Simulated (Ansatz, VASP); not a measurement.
**One calculation of Rh, two programs**

```
CELL_PARAMETERS angstrom
0.00000 1.91384 1.91384
1.91384 0.00000 1.91384
1.91384 1.91384 0.00000
ATOMIC_POSITIONS crystal
Rh 0.00000 0.00000 0.00000
```

Alike in both runs: task single point; functional LDA; k mesh 22 × 22 × 22; occupations gaussian, width 0.15 eV; no spin polarisation.

|  | VASP | Ansatz |
| --- | --- | --- |
| version | VASP 6.6.1 | Ansatz 0.2.0 |
| potentials or method | VASP PAW LDA potentials, release 64 (Rh_pv), cutoff 520 eV | scalar-relativistic, plane waves, PAW |
| valence electrons in the cell | 15 | 17 |

```tsv
	VASP	Ansatz	Ansatz less VASP
gap on the k mesh at the Fermi level (eV)	none	none	-
pressure (GPa)	-15.2	-15.9	-0.69
```

Ansatz warns that its potentials were made for another functional, while VASP's fit it. LDA's correlation is that of Perdew and Zunger in VASP and of Perdew and Wang (1992) in Ansatz. A gap of «none» marks a metal or a gap that the smearing closes. VASP's potentials hold 15 valence electrons a cell and Ansatz's 17, so a difference there can come from the potentials and not from the codes.
